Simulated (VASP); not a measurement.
# RbBr in VASP: further runs

RbBr is run at these levels: HSE06; tasks: single point.

Program: VASP 6.6.1. These are calculated values, not measurements. Logs are shortened: lines on timing, memory, paths and dates and some standing lists are left out, and cuts for length are marked.

### Step 1. The cell of the first run

The structure is trigonal, space group R-3m (No. 166). The conventional cell has a = 4.870 Å, b = 4.870 Å, c = 12.075 Å, α = 90.00°, β = 90.00°, γ = 120.00°. Within 4.5 Å of Rb (site symmetry -3m) lie 6 Br at 3.46 Å. Br (site symmetry -3m) has 6 Rb at 3.46 Å within 4.5 Å.

### Step 2. Single point, HSE06 (epitaxial 111 strain -0.5%)

File POSCAR:

```
RbBr
1.0
    0.0280869168      3.4716088936      3.4716088936
    3.4716088936      0.0280869168      3.4716088936
    3.4716088936      3.4716088936      0.0280869168
Rb Br
1 1
Direct
    0.0000000000      0.0000000000      0.0000000000
    0.5000000000      0.5000000000      0.5000000000
```

File INCAR.step1:

```
PREC = Accurate
ENCUT = 520
EDIFF = 1E-5
ISMEAR = 0
SIGMA = 0.01
LREAL = False
LASPH = True
NELM = 80
ALGO = Normal
ISIF = 2
LWAVE = True
LCHARG = False
NBANDS = 15
GGA = PE
```

File INCAR.step2:

```
PREC = Accurate
ENCUT = 520
EDIFF = 1E-6
ISMEAR = 0
SIGMA = 0.01
LREAL = False
LASPH = True
NELM = 80
ALGO = Normal
ISIF = 2
LWAVE = False
LCHARG = False
GGA = PE
LHFCALC = True
HFSCREEN = 0.2079
PRECFOCK = Normal
NBANDS = 15
ISTART = 1
```

File KPOINTS:

```
regular mesh
0
Gamma
  4 4 4
```

Potentials or basis: VASP PAW PBE potentials, release 64 (Rb_sv, Br).

The run is started by

```bash
$ cat potpaw_PBE.64/Rb_sv/POTCAR potpaw_PBE.64/Br/POTCAR > POTCAR
$ cp INCAR.step1 INCAR
$ mpirun -np 1 vasp_std > vasp.out
$ cp INCAR.step2 INCAR
$ mpirun -np 1 vasp_std > vasp.out
```

OUTCAR:

```text
PREC = Accurate
   ENCUT = 520
   EDIFF = 1E-6
   ISMEAR = 0
   LREAL = False
   LASPH = True
   NELM = 80
   ISIF = 2
   GGA = PE
   LHFCALC = True
   HFSCREEN = 0.2079
   PRECFOCK = Normal
   ISTART = 1

 ion  position               nearest neighbor table
   1  0.000  0.000  0.000-   2 3.46   2 3.46   2 3.46   2 3.46   2 3.46   2 3.46
   2  0.500  0.500  0.500-   1 3.46   1 3.46   1 3.46   1 3.46   1 3.46   1 3.46

  LATTYP: Found a trigonal (rhomboedric) cell.
 ALAT       =     4.9096767200
 COS(alpha) =     0.5080738330

  Lattice vectors:

 A1 = (   0.0280869168,   3.4716088936,   3.4716088936)
 A2 = (   3.4716088936,   0.0280869168,   3.4716088936)
 A3 = (   3.4716088936,   3.4716088936,   0.0280869168)

Analysis of symmetry for initial positions (statically):
=====================================================================
 Subroutine PRICEL returns:
 Original cell was already a primitive cell.

 Routine SETGRP: Setting up the symmetry group for a
 trigonal (rhombohedral) supercell.

 Subroutine GETGRP returns: Found 12 space group operations
 (whereof 12 operations were pure point group operations)
 out of a pool of 12 trial point group operations.

The static configuration has the point symmetry D_3d.

Analysis of symmetry for dynamics (positions and initial velocities):
=====================================================================
 Subroutine PRICEL returns:
 Original cell was already a primitive cell.

 Routine SETGRP: Setting up the symmetry group for a
 trigonal (rhombohedral) supercell.

 Subroutine GETGRP returns: Found 12 space group operations
 (whereof 12 operations were pure point group operations)
 out of a pool of 12 trial point group operations.

The dynamic configuration has the point symmetry D_3d.

 Subroutine INISYM returns: Found 12 space group operations
 (whereof 12 operations are pure point group operations),
 and found     1 'primitive' translations

----------------------------------------------------------------------------------------

                                     Primitive cell

  volume of cell :      82.6646

  direct lattice vectors                    reciprocal lattice vectors
     0.028086917  3.471608894  3.471608894    -0.145785179  0.144615175  0.144615175
     3.471608894  0.028086917  3.471608894     0.144615175 -0.145785179  0.144615175
     3.471608894  3.471608894  0.028086917     0.144615175  0.144615175 -0.145785179

  length of vectors
     4.909676720  4.909676720  4.909676720     0.251158149  0.251158149  0.251158149

  position of ions in fractional coordinates (direct lattice)
     0.000000000  0.000000000  0.000000000
     0.500000000  0.500000000  0.500000000

  ion indices of the primitive-cell ions
   primitive index   ion index
                 1           1
                 2           2

----------------------------------------------------------------------------------------

 KPOINTS: regular mesh

Automatic generation of k-mesh.
 Grid dimensions read from file:
 generate k-points for:    4    4    4

 Generating k-lattice:

  Cartesian coordinates                     Fractional coordinates (reciprocal lattice)
    -0.036446295  0.036153794  0.036153794     0.250000000  0.000000000 -0.000000000
     0.036153794 -0.036446295  0.036153794     0.000000000  0.250000000 -0.000000000
     0.036153794  0.036153794 -0.036446295     0.000000000  0.000000000  0.250000000

  Length of vectors
     0.062789537  0.062789537  0.062789537

  Shift w.r.t. Gamma in fractional coordinates (k-lattice)
     0.000000000  0.000000000  0.000000000

 Subroutine IBZKPT returns following result:
 ===========================================

 Found     13 irreducible k-points:

 Following reciprocal coordinates:
            Coordinates               Weight
  0.000000  0.000000  0.000000      1.000000
  0.250000  0.000000  0.000000      6.000000
  0.500000  0.000000  0.000000      3.000000
  0.250000  0.250000 -0.000000      6.000000
  0.500000  0.250000 -0.000000     12.000000
 -0.250000  0.250000  0.000000      6.000000
  0.500000  0.500000 -0.000000      3.000000
  0.250000  0.250000  0.250000      2.000000
  0.500000  0.250000  0.250000      6.000000
 -0.250000  0.250000  0.250000      6.000000
  0.500000  0.500000  0.250000      6.000000
 -0.250000  0.500000  0.250000      6.000000
  0.500000  0.500000  0.500000      1.000000
   k-points           NKPTS =     13   k-points in BZ     NKDIM =     64   number of bands    NBANDS=     15
   number of dos      NEDOS =    301   number of ions     NIONS =      2
   total plane-waves  NPLWV =  64000
   dimension x,y,z NGX =    40 NGY =   40 NGZ =   40
   dimension x,y,z NGXF=    80 NGYF=   80 NGZF=   80
   ions per type =               1   1
   NGX,Y,Z   is equivalent  to a cutoff of  13.54, 13.54, 13.54 a.u.
   NGXF,Y,Z  is equivalent  to a cutoff of  27.09, 27.09, 27.09 a.u.
 SYSTEM =  unknown system
   PREC   = accura    normal or accurate (medium, high low for compatibility)
   ISTART =      1    job   : 0-new  1-cont  2-samecut
   ICHARG =      0    charge: 1-file 2-atom 10-const
   ISPIN  =      1    spin polarized calculation?
   LNONCOLLINEAR =      F non collinear calculations
   LSORBIT =      F    spin-orbit coupling
   LASPH  =      T    aspherical Exc in radial PAW
   ENCUT  =  520.0 eV  38.22 Ry    6.18 a.u.   9.13  9.13  9.13*2*pi/ulx,y,z
   NELM   =     80;   NELMIN=  2; NELMDL=  0     # of ELM steps
   EDIFF  = 0.1E-05   stopping-criterion for ELM
   LREAL  =      F    real-space projection
   EDIFFG = 0.1E-04   stopping-criterion for IOM
   NSW    =      0    number of steps for IOM
   IBRION =     -1    ionic relax: 0-MD 1-quasi-New 2-CG
   NFREE  =      0    steps in history (QN), initial steepest desc. (CG)
   ISIF   =      2    stress and relaxation
   ISYM   =      3    0-nonsym 1-usesym 2-fastsym
   POTIM  = 0.5000    time-step for ionic-motion
   TEBEG  =    0.0;   TEEND  =   0.0 temperature during run
   PSTRESS=    0.0 pullay stress
   NELECT =      16.0000    total number of electrons
   NUPDOWN=      -1.0000    fix difference up-down
   EMIN   =  10.00;   EMAX   =-10.00  energy-range for DOS
   EFERMI =   0.00;   METHOD = LEGACY
   ISMEAR =     0;   SIGMA  =   0.01  broadening in eV -4-tet -1-fermi 0-gaus
   EFERMI_NEDOS =   21; number of points for ismear=-14 and -15
   IALGO  =     38    algorithm
   IMIX   =      1    mixing-type and parameters
     AMIX     =   0.40;   BMIX     =  1.00
     AMIX_MAG =   1.60;   BMIX_MAG =  1.00
  volume/ion in A,a.u.               =      41.33       278.92
  Fermi-wavevector in a.u.,A,eV,Ry     =   0.946982  1.789536 12.201354  0.896774
  Thomas-Fermi vector in A             =   2.075031
   LORBIT       =      0    0 simple, 1 ext, 2 COOP (PROOUT), +10 PAW based schemes
   GGA     = PE    functional components
   LHFCALC =     T    Hartree Fock is set to
   PRECFOCK=normal    Normal, Fast or Accurate (Low or Medium for compatibility)
   ENCUT4O =  -1.0   cutoff for four orbital integrals eV
   NKREDX  =     1    reduce k-point grid by
   NKREDY  =     1    reduce k-point grid by
   NKREDZ  =     1    reduce k-point grid by
   AEXX    =    0.2500 exact exchange contribution
   HFSCREEN=    0.2079 screening length (either q_TF or 0.3 A-1)
   HFSCREENC=   0.2079 screening length for correlation (either q_TF or 0.3 A-1)
   ENCUTFOCK=  -1.0 apply spherical cutoff to Coloumb kernel
   IVDW    =     0    specifies the selected vdW correction
   LEPSILON=     F    determine dielectric tensor
   LRPA    =     F    only Hartree local field effects (RPA)
 non-spin polarized calculation
 Gauss-broadening in eV      SIGMA  =   0.01
  energy-cutoff  :      520.00
  volume of cell :       82.66
 maximum number of plane-waves:      2240
 NGX is ok and might be reduce to    40
  NGX = 28; NGY = 28; NGZ = 28

 number of electron      15.9999999 magnetization

 Free energy of the ion-electron system (eV)
  ---------------------------------------------------
  ext. energy  EPLUGINS =         0.00000000
  ---------------------------------------------------
  free energy    TOTEN  =        -7.07169909 eV

  energy without entropy =       -7.07169909  energy(sigma->0) =       -7.07169909

 E-fermi :  -2.6234     XC(G=0):  -5.9932

 val. band max:       -2.7171884949   @ k =   0.0000   0.0000   0.0000
 cond. band min:       2.7255048179   @ k =   0.0000   0.0000   0.0000
 fundamental gap:      5.4426933128
 Fermi energy:        -2.6233506904

 k-point     1 :       0.0000    0.0000    0.0000
  band No.  band energies     occupation
      1     -28.8716      2.00000
      2     -15.8979      2.00000
      3     -11.7846      2.00000
      4     -11.7842      2.00000
      5     -11.7842      2.00000
      6      -2.7370      2.00000
      7      -2.7172      2.00000
      8      -2.7172      2.00000
      9       2.7255      0.00000
     10       5.7423      0.00000
     11       5.8394      0.00000
     12       5.8394      0.00000
     13       6.7644      0.00000
     14       6.7644      0.00000
     15       9.3224      0.00000

 k-point     2 :       0.2500    0.0000    0.0000
  band No.  band energies     occupation
      1     -28.8670      2.00000
      2     -15.9144      2.00000
      3     -11.7872      2.00000
      4     -11.7861      2.00000
      5     -11.7590      2.00000
      6      -3.2621      2.00000
      7      -2.9155      2.00000
      8      -2.8960      2.00000
      9       3.9835      0.00000
     10       5.6217      0.00000
     11       6.4932      0.00000
     12       6.5827      0.00000
     13       7.6260      0.00000
     14       7.6405      0.00000
     15      10.9840      0.00000
[... 167 lines left out ...]
      3     -11.9079      2.00000
      4     -11.9014      2.00000
      5     -11.7628      2.00000
      6      -3.2080      2.00000
      7      -3.0864      2.00000
      8      -3.0786      2.00000
      9       5.5238      0.00000
     10       5.5243      0.00000
     11       6.7545      0.00000
     12       7.1687      0.00000
     13       9.5364      0.00000
     14       9.5742      0.00000
     15       9.6171      0.00000

 k-point    13 :       0.5000    0.5000    0.5000
  band No.  band energies     occupation
      1     -28.8629      2.00000
      2     -15.9356      2.00000
      3     -11.7875      2.00000
      4     -11.7875      2.00000
      5     -11.7243      2.00000
      6      -3.7000      2.00000
      7      -3.0504      2.00000
      8      -3.0504      2.00000
      9       5.1568      0.00000
     10       6.1128      0.00000
     11       8.0720      0.00000
     12       8.0720      0.00000
     13       8.6623      0.00000
     14       8.6623      0.00000
     15       9.4510      0.00000

------------------------ aborting loop because EDIFF is reached ----------------------------------------

  FORCE on cell =-STRESS in cart. coord.  units (eV):
  Direction    XX          YY          ZZ          XY          YZ          ZX
  --------------------------------------------------------------------------------------
  -------------------------------------------------------------------------------------
  Total        0.1835725      0.1835725      0.1835725     -0.0177503     -0.0177503     -0.0177503
  in kB        3.5579384      3.5579384      3.5579384     -0.3440309     -0.3440309     -0.3440309
  external PRESSURE =       3.5579384 kB  Pullay stress =       0.0000000 kB

 VOLUME and BASIS-vectors are now :
 -----------------------------------------------------------------------------
  energy-cutoff  :      520.00
  volume of cell :       82.66
      direct lattice vectors                 reciprocal lattice vectors
     0.028086917  3.471608894  3.471608894    -0.145785179  0.144615175  0.144615175
     3.471608894  0.028086917  3.471608894     0.144615175 -0.145785179  0.144615175
     3.471608894  3.471608894  0.028086917     0.144615175  0.144615175 -0.145785179

 POSITION                                       TOTAL-FORCE (eV/Angst)
 -----------------------------------------------------------------------------------
      0.00000      0.00000      0.00000         0.000000     -0.000000     -0.000000
      3.48565      3.48565      3.48565        -0.000000      0.000000      0.000000
 -----------------------------------------------------------------------------------
    total drift:                                0.000000     -0.000000     -0.000000

  FREE ENERGIE OF THE ION-ELECTRON SYSTEM (eV)
  ---------------------------------------------------
  free  energy   TOTEN  =        -7.0716990929 eV

  energy  without entropy=       -7.0716990929  energy(sigma->0) =       -7.07169909
```

Wall time 6.1 min (1 thread of Intel Xeon 6975P-C (Granite Rapids), shared host); peak memory 0.34 GiB.

What came out:

```
Free energy            : -7.0717 eV
Pressure               : 0.4 GPa
Band gap on the k mesh : 5.44 eV
```

Caveat: the cell differs from its parent crystal (epitaxial 111 strain -0.5%); the PAW data sets were made with another functional, which shifts forces and pressure a little.

### Step 3. Single point, HSE06 (uniaxial z strain +2.5%)

File POSCAR:

```
RbBr
1.0
    0.0000000000      3.4608261073      3.5473467599
    3.4608261073      0.0000000000      3.5473467599
    3.4608261073      3.4608261073      0.0000000000
Rb Br
1 1
Direct
    0.0000000000      0.0000000000      0.0000000000
    0.5000000000      0.5000000000      0.5000000000
```

File INCAR.step1:

```
SYSTEM = RbBr
PREC = Accurate ; ENCUT = 520
EDIFF = 1E-5 ; ISMEAR = 0
SIGMA = 0.01 ; LREAL = .False.
LASPH = .True. ; NELM = 80
ALGO = Normal ; ISIF = 2
LWAVE = .True. ; LCHARG = .False.
NBANDS = 15 ; GGA = PE
```

File INCAR.step2:

```
SYSTEM = RbBr
PREC = Accurate ; ENCUT = 520
EDIFF = 1E-6 ; ISMEAR = 0
SIGMA = 0.01 ; LREAL = .False.
LASPH = .True. ; NELM = 80
ALGO = Normal ; ISIF = 2
LWAVE = .False. ; LCHARG = .False.
GGA = PE ; LHFCALC = .True.
HFSCREEN = 0.2079 ; PRECFOCK = Normal
NBANDS = 15 ; ISTART = 1
```

File KPOINTS:

```
regular mesh
0
Gamma
  4 4 4
  0 0 0
```

Potentials or basis: VASP PAW PBE potentials, release 64 (Rb_sv, Br).

The run is started by

```bash
$ cat potpaw_PBE.64/Rb_sv/POTCAR potpaw_PBE.64/Br/POTCAR > POTCAR
$ cp INCAR.step1 INCAR
$ mpirun -np 1 vasp_std > vasp.out
$ cp INCAR.step2 INCAR
$ mpirun -np 1 vasp_std > vasp.out
```

OUTCAR:

```text
SYSTEM = RbBr
   PREC = Accurate
   ENCUT = 520
   EDIFF = 1E-6
   ISMEAR = 0
   LREAL = .False.
   LASPH = .True.
   NELM = 80
   ISIF = 2
   GGA = PE
   LHFCALC = .True.
   HFSCREEN = 0.2079
   PRECFOCK = Normal
   ISTART = 1

 ion  position               nearest neighbor table
   1  0.000  0.000  0.000-   2 3.46   2 3.46   2 3.46   2 3.46   2 3.55   2 3.55
   2  0.500  0.500  0.500-   1 3.46   1 3.46   1 3.46   1 3.46   1 3.55   1 3.55

  LATTYP: Found a body centered tetragonal cell.
 ALAT       =     4.8943472180
 C/A-ratio  =     1.4495689014

  Lattice vectors:

 A1 = (  -3.4608261073,   0.0000000000,   3.5473467599)
 A2 = (   3.4608261073,   0.0000000000,   3.5473467599)
 A3 = (   0.0000000000,   3.4608261073,  -3.5473467599)

Analysis of symmetry for initial positions (statically):
=====================================================================
 Subroutine PRICEL returns:
 Original cell was already a primitive cell.

 Routine SETGRP: Setting up the symmetry group for a
 body centered tetragonal supercell.

 Subroutine GETGRP returns: Found 16 space group operations
[... 174 lines left out ...]
      4     -11.9393      2.00000
      5     -11.9373      2.00000
      6      -2.8318      2.00000
      7      -2.8134      2.00000
      8      -2.8134      2.00000
      9       2.5560      0.00000
     10       5.6018      0.00000
     11       5.7439      0.00000
     12       5.7439      0.00000
     13       6.5721      0.00000
     14       6.7000      0.00000
[... 203 lines left out ...]
      2     -15.9296      2.00000
      3     -12.0519      2.00000
      4     -12.0519      2.00000
      5     -11.9322      2.00000
      6      -3.2455      2.00000
      7      -3.1617      2.00000
      8      -3.1617      2.00000
      9       5.3378      0.00000
     10       5.3378      0.00000
     11       6.5719      0.00000
     12       6.9978      0.00000
     13       9.1579      0.00000
     14       9.1630      0.00000
     15       9.4395      0.00000

------------------------ aborting loop because EDIFF is reached ----------------------------------------

  FORCE on cell =-STRESS in cart. coord.  units (eV):
  Direction    XX          YY          ZZ          XY          YZ          ZX
  --------------------------------------------------------------------------------------
  -------------------------------------------------------------------------------------
  Total        0.1070449      0.1070449     -0.1984518      0.0000000     -0.0000000      0.0000000
  in kB        2.0182896      2.0182896     -3.7417308      0.0000000     -0.0000000      0.0000000
  external PRESSURE =       0.0982828 kB  Pullay stress =       0.0000000 kB

 VOLUME and BASIS-vectors are now :
 -----------------------------------------------------------------------------
  energy-cutoff  :      520.00
  volume of cell :       84.98
      direct lattice vectors                 reciprocal lattice vectors
     0.000000000  3.460826107  3.547346760    -0.144474176  0.144474176  0.140950416
     3.460826107  0.000000000  3.547346760     0.144474176 -0.144474176  0.140950416
     3.460826107  3.460826107  0.000000000     0.144474176  0.144474176 -0.140950416

 POSITION                                       TOTAL-FORCE (eV/Angst)
 -----------------------------------------------------------------------------------
      0.00000      0.00000      0.00000         0.000000      0.000000     -0.000000
      3.46083      3.46083      3.54735        -0.000000      0.000000      0.000000
 -----------------------------------------------------------------------------------
    total drift:                                0.000000     -0.000000      0.000000

  FREE ENERGIE OF THE ION-ELECTRON SYSTEM (eV)
  ---------------------------------------------------
  free  energy   TOTEN  =        -7.0718739363 eV

  energy  without entropy=       -7.0718739363  energy(sigma->0) =       -7.07187394
```

It took 6 min on 1 thread of Intel Xeon 6975P-C (Granite Rapids), shared host; peak memory 0.34 GiB.

Results:

| Item | Value |
| --- | --- |
| Free energy | -7.0719 eV |
| Pressure | 0.0 GPa |
| Band gap on the k mesh | 5.37 eV |

Levels at points of the mesh, in eV from the valence-band top:
```csv
k point,band 6,band 7,band 8,band 9,band 10,band 11
"(0.00, 0.00, 0.00)",-0.02,0.00,0.00,5.37,8.42,8.56
"(0.50, 0.00, 0.00)",-0.93,-0.33,-0.32,7.80,8.76,10.71
"(0.50, 0.50, 0.00)",-0.51,-0.15,-0.15,6.81,8.18,10.06
"(0.50, 0.00, 0.50)",-0.48,-0.18,-0.18,6.78,8.21,10.16
```

Caveat: the cell differs from its parent crystal (uniaxial z strain +2.5%); the PAW data sets were made with another functional, which shifts forces and pressure a little.
